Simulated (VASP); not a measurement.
Write the native input for VASP 6.6.1 that does the following.

```yaml
Task: single point
Functional: SVWN5
Potentials_or_basis: VASP PAW PBE potentials, release 64 (Pb_d, O)
Cutoff: 600 eV
k_mesh: 7 × 7 × 6
Occupations: fermi-dirac, width 0.05 eV
Spin: no spin polarisation
Dipole_correction: no
Further_INCAR_settings: ALGO = Normal; EDIFF = 1e-06; NBANDS = 28
```

The structure of PbO lies in POSCAR:

```
PbO
1.0
    3.9900000000      0.0000000000      0.0000000000
    0.0000000000      3.9900000000      0.0000000000
    0.0000000000      0.0000000000      5.0100000000
Pb O
2 2
Direct
    0.5000000000      0.0000000000      0.7600000000
    0.0000000000      0.5000000000      0.2400000000
    0.5000000000      0.5000000000      0.0000000000
    0.0000000000      0.0000000000      0.0000000000
```

The input as run:

INCAR

```
PREC = Accurate
ENCUT = 600
EDIFF = 1E-6
ISMEAR = -1
SIGMA = 0.05
LREAL = False
LASPH = True
NELM = 120
ALGO = Normal
ISIF = 2
LWAVE = False
LCHARG = False
GGA = VW
NBANDS = 28
GGA_COMPAT = False
```

KPOINTS

```
Automatic mesh
0
Gamma
  7 7 6
```

Potentials or basis: VASP PAW PBE potentials, release 64 (Pb_d, O).

Run with:

```console
$ cat potpaw_PBE.64/Pb_d/POTCAR potpaw_PBE.64/O/POTCAR > POTCAR
$ mpirun -np 1 vasp_std > vasp.out
```

It gave:

```yaml
Pressure: -3.6 GPa
Largest_force: 0.566 eV/Å
Band_gap_on_the_k_mesh: 1.39 eV (least direct gap 2.28 eV)
```

Caveat: the cell stands under tension; the PAW data sets were made with another functional, which shifts forces and pressure a little; spin-orbit coupling is left out, which moves the levels of the heavy elements; an odd mesh through Γ misses points on the zone boundary, where band edges can lie.

Wall time 84 s on 1 thread of Intel Xeon 8259CL, with other jobs on the host, peak memory 0.23 GiB.
